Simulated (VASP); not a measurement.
Crystal: AlN.

```xyz
2
Lattice="0.0000 2.2016 2.2016 2.2016 0.0000 2.2016 2.2016 2.2016 0.0000" Properties=species:S:1:pos:R:3 pbc="T T T"
Al    0.0000    0.0000    0.0000
N     3.3024    3.3024    3.3024
```

- Program: VASP 6.6.1
- Task: relaxation of cell and atoms
- Functional: PBEsol
- Potentials or basis: VASP PAW PBE potentials, release 64 (Al, N)
- Cutoff: 600 eV
- k mesh: 10 × 10 × 10
- Occupations: fermi-dirac, width 0.02 eV
- Spin: no spin polarisation

At the start: pressure -3.6 GPa; volume 10.67 Å³/atom.

Q: How do energy, volume and symmetry change on relaxing?

A: Over 3 steps the energy falls by 2.2 meV/atom and the volume is 10.48 Å³/atom (-1.8 %); space group F-43m (No. 216, to 0.05 Å).

The path:
| step | energy change (eV) | largest force (eV/Å) | pressure (GPa) | volume (Å³) |
| --- | --- | --- | --- | --- |
| 1 | 0.0000 | 0.0000 | -3.55 | 21.34 |
| 2 | -0.0008 | 0.0000 | 3.39 | 20.62 |
| 3 | -0.0043 | 0.0000 | -0.01 | 20.96 |

Final structure:
```yaml
crystal:
  lattice:
    - [0.00000, 2.18825, 2.18825]
    - [2.18825, 0.00000, 2.18825]
    - [2.18825, 2.18825, 0.00000]
  atoms:
    - { symbol: Al, position: [0.00000, 0.00000, 0.00000] }
    - { symbol: N, position: [0.75000, 0.75000, 0.75000] }
```

Caveat: the PAW data sets were made with another functional, which shifts forces and pressure a little.
